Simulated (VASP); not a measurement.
# Ir (Pm-3m) in VASP: single point with LDA

Aim: the single point of Ir with LDA.

Everything below comes from runs of VASP 6.6.1. Logs are shortened: lines on timing, memory, paths and dates and some standing lists are left out, and cuts for length are marked.

### 1 The cell of the first run

Symmetry: Pm-3m, No. 221, cubic system. Conventional cell: a = 2.529 Å, b = 2.529 Å, c = 2.529 Å, α = 90.00°, β = 90.00°, γ = 90.00°. Ir (site symmetry m-3m) has 6 Ir at 2.53 Å within 3.3 Å.

This isn't the form of Ir at room conditions, which is fcc.

### 2 Single point, LDA

File INCAR:

```
  ALGO = Normal
  EDIFF = 1E-6
  ENCUT = 560
  GGA_COMPAT = False
  ISIF = 2
  ISMEAR = -1
  LASPH = True
  LCHARG = False
  LREAL = False
  LWAVE = False
  NBANDS = 14
  NELM = 120
  PREC = Accurate
  SIGMA = 0.05
```

File KPOINTS:

```
k-points
0
Gamma
  9 9 9
```

File POSCAR:

```
Ir
1.0
    2.5288680094      0.0000000000      0.0000000000
    0.0000000000      2.5288680094      0.0000000000
    0.0000000000      0.0000000000      2.5288680094
Ir
1
Direct
    0.0000000000      0.0000000000      0.0000000000
```

Potentials or basis: VASP PAW LDA potentials, release 64 (Ir_sv_GW).

The run is started by

```
> cat potpaw_LDA.64/Ir_sv_GW/POTCAR > POTCAR
> mpirun -np 1 vasp_std > vasp.out
```

OUTCAR:

```text
EDIFF = 1E-6
   ENCUT = 560
   ISIF = 2
   ISMEAR = -1
   LASPH = True
   LREAL = False
   NELM = 120
   PREC = Accurate

 ion  position               nearest neighbor table
   1  0.000  0.000  0.000-

  LATTYP: Found a simple cubic cell.
 ALAT       =     2.5288680094

  Lattice vectors:

 A1 = (   2.5288680094,   0.0000000000,   0.0000000000)
 A2 = (   0.0000000000,   2.5288680094,   0.0000000000)
 A3 = (   0.0000000000,   0.0000000000,   2.5288680094)

Analysis of symmetry for initial positions (statically):
=====================================================================
 Subroutine PRICEL returns:
 Original cell was already a primitive cell.

 Routine SETGRP: Setting up the symmetry group for a
 simple cubic supercell.

 Subroutine GETGRP returns: Found 48 space group operations
 (whereof 48 operations were pure point group operations)
 out of a pool of 48 trial point group operations.

The static configuration has the point symmetry O_h .

Analysis of symmetry for dynamics (positions and initial velocities):
=====================================================================
 Subroutine PRICEL returns:
 Original cell was already a primitive cell.

 Routine SETGRP: Setting up the symmetry group for a
 simple cubic supercell.

 Subroutine GETGRP returns: Found 48 space group operations
 (whereof 48 operations were pure point group operations)
 out of a pool of 48 trial point group operations.

The dynamic configuration has the point symmetry O_h .

 Subroutine INISYM returns: Found 48 space group operations
 (whereof 48 operations are pure point group operations),
 and found     1 'primitive' translations

----------------------------------------------------------------------------------------

                                     Primitive cell

  volume of cell :      16.1725

  direct lattice vectors                    reciprocal lattice vectors
     2.528868009  0.000000000  0.000000000     0.395433845  0.000000000  0.000000000
     0.000000000  2.528868009  0.000000000     0.000000000  0.395433845  0.000000000
     0.000000000  0.000000000  2.528868009     0.000000000  0.000000000  0.395433845

  length of vectors
     2.528868009  2.528868009  2.528868009     0.395433845  0.395433845  0.395433845

  position of ions in fractional coordinates (direct lattice)
     0.000000000  0.000000000  0.000000000

  ion indices of the primitive-cell ions
   primitive index   ion index
                 1           1

----------------------------------------------------------------------------------------

 KPOINTS: k-points

Automatic generation of k-mesh.
 Grid dimensions read from file:
 generate k-points for:    9    9    9

 Generating k-lattice:

  Cartesian coordinates                     Fractional coordinates (reciprocal lattice)
     0.043937094  0.000000000  0.000000000     0.111111111  0.000000000  0.000000000
     0.000000000  0.043937094  0.000000000     0.000000000  0.111111111  0.000000000
     0.000000000  0.000000000  0.043937094     0.000000000  0.000000000  0.111111111

  Length of vectors
     0.043937094  0.043937094  0.043937094

  Shift w.r.t. Gamma in fractional coordinates (k-lattice)
     0.000000000  0.000000000  0.000000000

 Subroutine IBZKPT returns following result:
 ===========================================

 Found     35 irreducible k-points:

 Following reciprocal coordinates:
            Coordinates               Weight
  0.000000  0.000000  0.000000      1.000000
  0.111111  0.000000  0.000000      6.000000
  0.222222  0.000000  0.000000      6.000000
  0.333333  0.000000  0.000000      6.000000
  0.444444  0.000000  0.000000      6.000000
  0.111111  0.111111  0.000000     12.000000
[... 16 lines left out ...]
  0.333333  0.333333  0.111111     24.000000
  0.444444  0.333333  0.111111     48.000000
 [... further k-points ...]
   k-points           NKPTS =     35   k-points in BZ     NKDIM =     35   number of bands    NBANDS=     14
   number of dos      NEDOS =    301   number of ions     NIONS =      1
   total plane-waves  NPLWV =   8000
   dimension x,y,z NGX =    20 NGY =   20 NGZ =   20
   dimension x,y,z NGXF=    40 NGYF=   40 NGZF=   40
   ions per type =               1
   NGX,Y,Z   is equivalent  to a cutoff of  13.15, 13.15, 13.15 a.u.
   NGXF,Y,Z  is equivalent  to a cutoff of  26.30, 26.30, 26.30 a.u.
 SYSTEM =  unknown system
   PREC   = accura    normal or accurate (medium, high low for compatibility)
   ISTART =      0    job   : 0-new  1-cont  2-samecut
   ICHARG =      2    charge: 1-file 2-atom 10-const
   ISPIN  =      1    spin polarized calculation?
   LNONCOLLINEAR =      F non collinear calculations
   LSORBIT =      F    spin-orbit coupling
   LASPH  =      T    aspherical Exc in radial PAW
   ENCUT  =  560.0 eV  41.16 Ry    6.42 a.u.   4.88  4.88  4.88*2*pi/ulx,y,z
   NELM   =    120;   NELMIN=  2; NELMDL= -5     # of ELM steps
   EDIFF  = 0.1E-05   stopping-criterion for ELM
   LREAL  =      F    real-space projection
   EDIFFG = 0.1E-04   stopping-criterion for IOM
   NSW    =      0    number of steps for IOM
   IBRION =     -1    ionic relax: 0-MD 1-quasi-New 2-CG
   NFREE  =      0    steps in history (QN), initial steepest desc. (CG)
   ISIF   =      2    stress and relaxation
   ISYM   =      2    0-nonsym 1-usesym 2-fastsym
   POTIM  = 0.5000    time-step for ionic-motion
   TEBEG  =    0.0;   TEEND  =   0.0 temperature during run
   PSTRESS=    0.0 pullay stress
   NELECT =      17.0000    total number of electrons
   NUPDOWN=      -1.0000    fix difference up-down
   EMIN   =  10.00;   EMAX   =-10.00  energy-range for DOS
   EFERMI =   0.00;   METHOD = LEGACY
   ISMEAR =    -1;   SIGMA  =   0.05  broadening in eV -4-tet -1-fermi 0-gaus
   EFERMI_NEDOS =   21; number of points for ismear=-14 and -15
   IALGO  =     38    algorithm
   IMIX   =      4    mixing-type and parameters
     AMIX     =   0.40;   BMIX     =  1.00
     AMIX_MAG =   1.60;   BMIX_MAG =  1.00
  volume/ion in A,a.u.               =      16.17       109.14
  Fermi-wavevector in a.u.,A,eV,Ry     =   1.664556  3.145554 37.698280  2.770745
  Thomas-Fermi vector in A             =   2.751079
   LORBIT       =      0    0 simple, 1 ext, 2 COOP (PROOUT), +10 PAW based schemes
   GGA     = CA    functional components
   LHFCALC =     F    Hartree Fock is set to
   AEXX    =    0.0000 exact exchange contribution
   IVDW    =     0    specifies the selected vdW correction
   LEPSILON=     F    determine dielectric tensor
   LRPA    =     F    only Hartree local field effects (RPA)
 non-spin polarized calculation
  energy-cutoff  :      560.00
  volume of cell :       16.17
 maximum number of plane-waves:       499
 NGX is ok and might be reduce to    20
   NGX =  9   NGY =  9   NGZ =  9

 number of electron      17.0000001 magnetization

 Free energy of the ion-electron system (eV)
  ---------------------------------------------------
  ext. energy  EPLUGINS =         0.00000000
  ---------------------------------------------------
  free energy    TOTEN  =        -9.75017063 eV

  energy without entropy =       -9.73215955  energy(sigma->0) =       -9.74116509

 E-fermi :  10.0914     XC(G=0): -13.7797

 val. band max:       10.0761586681   @ k =   0.2222   0.0000   0.0000
 cond. band min:      10.1195060244   @ k =   0.2222   0.1111   0.0000
 fundamental gap:      0.0433473563
 Fermi energy:        10.0913562895

 k-point     1 :       0.0000    0.0000    0.0000
  band No.  band energies     occupation
      1     -81.8723      2.00000
      2     -38.5372      2.00000
      3     -38.5372      2.00000
      4     -38.5372      2.00000
      5       0.5607      2.00000
      6       3.7102      2.00000
      7       3.7102      2.00000
      8      11.5021      0.00000
      9      11.5021      0.00000
     10      11.5021      0.00000
     11      25.6635      0.00000
     12      25.6635      0.00000
     13      25.6635      0.00000
     14      32.2149      0.00000

 k-point     2 :       0.1111    0.0000    0.0000
  band No.  band energies     occupation
      1     -81.8661      2.00000
      2     -38.6426      2.00000
      3     -38.5289      2.00000
      4     -38.5289      2.00000
      5       0.9484      2.00000
      6       3.7936      2.00000
      7       4.1144      2.00000
      8      11.0577      0.00000
      9      11.0577      0.00000
     10      11.5365      0.00000
     11      23.6356      0.00000
     12      26.4018      0.00000
     13      26.4018      0.00000
     14      32.3317      0.00000

 k-point     3 :       0.2222    0.0000    0.0000
  band No.  band energies     occupation
      1     -81.8492      2.00000
      2     -38.9038      2.00000
      3     -38.5070      2.00000
      4     -38.5070      2.00000
      5       1.8688      2.00000
      6       4.0120      2.00000
      7       5.3677      2.00000
      8      10.0762      1.15082
      9      10.0762      1.15082
     10      11.6247      0.00000
     11      20.4801      0.00000
     12      28.1787      0.00000
     13      28.1787      0.00000
     14      29.3319      0.00000
[... 324 lines left out ...]
 k-point    23 :       0.3333    0.3333    0.1111
  band No.  band energies     occupation
      1     -81.7798      2.00000
      2     -39.1154      2.00000
      3     -39.1034      2.00000
      4     -38.5271      2.00000
      5       4.4644      2.00000
      6       5.3025      2.00000
      7       8.3641      2.00000
      8       8.4192      2.00000
      9       9.6493      1.99971
     10      10.8827      0.00000
     11      20.1556      0.00000
     12      22.9044      0.00000
     13      28.4251      0.00000
     14      30.3652      0.00000

 k-point    24 :       0.4444    0.3333    0.1111
  band No.  band energies     occupation
      1     -81.7672      2.00000
      2     -39.2885      2.00000
      3     -39.0880      2.00000
      4     -38.5104      2.00000
      5       4.1379      2.00000
      6       5.4540      2.00000
      7       8.0554      2.00000
      8       8.5440      2.00000
      9      10.1794      0.29349
     10      13.6436      0.00000
     11      17.5570      0.00000
     12      24.0712      0.00000
     13      26.2640      0.00000
     14      30.0514      0.00000

 [... further k-points ...]

------------------------ aborting loop because EDIFF is reached ----------------------------------------

  FORCE on cell =-STRESS in cart. coord.  units (eV):
  Direction    XX          YY          ZZ          XY          YZ          ZX
  --------------------------------------------------------------------------------------
  -------------------------------------------------------------------------------------
  Total       -0.0567582     -0.0567582     -0.0567582      0.0000000      0.0000000      0.0000000
  in kB       -5.6229070     -5.6229070     -5.6229070      0.0000000      0.0000000      0.0000000
  external PRESSURE =      -5.6229070 kB  Pullay stress =       0.0000000 kB

 VOLUME and BASIS-vectors are now :
 -----------------------------------------------------------------------------
  energy-cutoff  :      560.00
  volume of cell :       16.17
      direct lattice vectors                 reciprocal lattice vectors
     2.528868009  0.000000000  0.000000000     0.395433845  0.000000000  0.000000000
     0.000000000  2.528868009  0.000000000     0.000000000  0.395433845  0.000000000
     0.000000000  0.000000000  2.528868009     0.000000000  0.000000000  0.395433845

 POSITION                                       TOTAL-FORCE (eV/Angst)
 -----------------------------------------------------------------------------------
      0.00000      0.00000      0.00000         0.000000      0.000000      0.000000
 -----------------------------------------------------------------------------------
    total drift:                               -0.000000      0.000000     -0.000000

  FREE ENERGIE OF THE ION-ELECTRON SYSTEM (eV)
  ---------------------------------------------------
  free  energy   TOTEN  =        -9.7501706302 eV

  energy  without entropy=       -9.7321595452  energy(sigma->0) =       -9.74116509
```

Run time: 16 s. Hardware: 1 thread of AMD EPYC, shared host; peak memory 0.09 GiB.

Results:

```yaml
Free_energy: -9.7502 eV
Pressure: -0.6 GPa
Band_gap_on_the_k_mesh: zero (an odd number of electrons rules out a gap without spin polarisation)
```

Levels at points of the mesh, in eV from the Fermi level:
| k point | band 7 | band 8 | band 9 | band 10 | band 11 | band 12 |
| --- | --- | --- | --- | --- | --- | --- |
| (0.00, 0.00, 0.00) | -6.38 | 1.41 | 1.41 | 1.41 | 15.57 | 15.57 |

Caveat: spin-orbit coupling is left out, which moves the levels of the heavy elements.

The gap in the log of VASP goes by the Fermi energy; the results here count the filled bands.